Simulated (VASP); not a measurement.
Set up this calculation in VASP 6.6.1, as the native input.

- Task: single point
- Functional: PBE
- Potentials or basis: VASP PAW PBE potentials, release 64 (Ru_pv)
- Cutoff: 500 eV
- k mesh: 24 × 24 × 12
- Occupations: gaussian, width 0.15 eV
- Spin: no spin polarisation
- Dipole correction: no
- Further INCAR settings: ALGO = Normal; EDIFF = 1e-06; NBANDS = 21

The structure of Ru lies in POSCAR:

```
Ru
1.0
    2.7057993342      0.0000000000      0.0000000000
   -1.3528996671      2.3432909610      0.0000000000
    0.0000000000      0.0000000000      4.3461285000
Ru
2
Direct
    0.3333333333      0.6666666667      0.2500000000
    0.6666666667      0.3333333333      0.7500000000
```

This cell differs from its parent crystal: strain +0.000 along x and y, +0.015 along z.

One way to write it, as run:

INCAR

```
SYSTEM = Ru
PREC = Accurate
ENCUT = 500
EDIFF = 1E-6
ISMEAR = 0
SIGMA = 0.15
LREAL = .FALSE.
LASPH = .TRUE.
NELM = 120
ALGO = Normal
ISIF = 2
LWAVE = .FALSE.
LCHARG = .FALSE.
GGA = PE
NBANDS = 21
GGA_COMPAT = .FALSE.
```

KPOINTS

```
Automatic mesh
0
G
  24 24 12
  0 0 0
```

Potentials or basis: VASP PAW PBE potentials, release 64 (Ru_pv).

Launch:

```console
$ cat potpaw_PBE.64/Ru_pv/POTCAR > POTCAR
$ mpirun -np 1 vasp_std > vasp.out
```

Results of the run:

```yaml
Pressure: -0.4 GPa
Band_gap_on_the_k_mesh: zero (bands 14 and 15 overlap by 3.17 eV)
```

Caveat: the cell differs from its parent crystal (strain +0.000 along x and y, +0.015 along z).

Run time: 3.8 min on 1 thread of Intel Xeon 8259CL, on a shared host, peak memory 0.29 GiB.
